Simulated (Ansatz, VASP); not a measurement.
One calculation of PbS, two programs

```
Pb S
1.0
     3.60174    0.00000    0.00000
     0.00000    3.60174    0.00000
     0.00000    0.00000    3.60174
Pb S
1 1
Direct
  0.00000 0.00000 0.00000
  0.50000 0.50000 0.50000
```

Alike in both runs: task single point; functional PBE; dispersion D3(BJ); k mesh 16 × 16 × 16; occupations gaussian, width 0.15 eV; no spin polarisation.

|  | VASP | Ansatz |
| --- | --- | --- |
| version | VASP 6.6.1 | Ansatz 0.2.0 |
| potentials or method | VASP PAW PBE potentials, release 64 (Pb_d, S), cutoff 520 eV | scalar-relativistic, plane waves, PAW |
| valence electrons in the cell | 20 | 20 |

Ansatz gave:

- gap on the k mesh at the Fermi level (eV): none
- pressure (GPa): -0.1

What did VASP give for the same quantities?

gap on the k mesh at the Fermi level (eV): none; pressure (GPa): -0.2.

A gap of «none» marks a metal or a gap that the smearing closes.

Spin-orbit coupling is off throughout.
